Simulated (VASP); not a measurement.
**Cs2AgBiBr6: single point with PBEsol**

Crystal: Cs2AgBiBr6.

```
Cs Ag Bi Br
1.0
     0.00000    5.59391    5.59391
     5.59391    0.00000    5.59391
     5.59391    5.59391    0.00000
Cs Ag Bi Br
2 1 1 6
Direct
  0.25000 0.25000 0.25000
  0.75000 0.75000 0.75000
  0.50000 0.50000 0.50000
  0.00000 0.00000 0.00000
  0.25390 0.74610 0.25390
  0.25390 0.74610 0.74610
  0.74610 0.25390 0.74610
  0.74610 0.25390 0.25390
  0.25390 0.25390 0.74610
  0.74610 0.74610 0.25390
```

```yaml
Program: VASP 6.6.1
Task: single point
Functional: PBEsol
Potentials_or_basis: VASP PAW PBE potentials, release 64 (Cs_sv, Ag, Bi_d, Br)
Cutoff: 520 eV
k_mesh: 4 × 4 × 4
Occupations: fermi-dirac, width 0.02 eV
Spin: no spin polarisation
Dipole_correction: no
Further_INCAR_settings: ALGO = Normal; EDIFF = 1e-06; NBANDS = 54
```

The pressure is 0.0 GPa. The largest force is 0.007 eV/Å and the band gap on the k mesh is 1.10 eV (least direct gap 2.33 eV).

Forces in eV/Å, atoms in the order of the input:
```
Cs   0.000  0.000  0.000
Cs   0.000  0.000  0.000
Ag   0.000  0.000  0.000
Bi   0.000  0.000  0.000
Br   0.000  0.007  0.000
Br  -0.007  0.000  0.000
Br   0.000 -0.007  0.000
Br   0.007  0.000  0.000
Br   0.000  0.000  0.007
Br   0.000  0.000 -0.007
```

Levels at points of the mesh, in eV from the valence-band top:
| k point | band 41 | band 42 | band 43 | band 44 | band 45 | band 46 |
| --- | --- | --- | --- | --- | --- | --- |
| (0.00, 0.00, 0.00) | -1.25 | -0.63 | -0.63 | 2.06 | 2.06 | 2.06 |
| (0.50, 0.00, 0.00) | -1.53 | -1.26 | -1.26 | 1.10 | 3.53 | 3.53 |
| (0.50, 0.50, 0.00) | -1.27 | -0.64 | 0.00 | 2.58 | 2.58 | 2.96 |

Wall time 2 min on 1 thread of Intel(R) Xeon(R) 6975P-C (Granite Rapids), on a shared host, peak memory 0.59 GiB.

Caveat: the PAW data sets were made with another functional, which shifts forces and pressure a little; spin-orbit coupling is left out, which moves the levels of the heavy elements. A k mesh can miss the band edges.
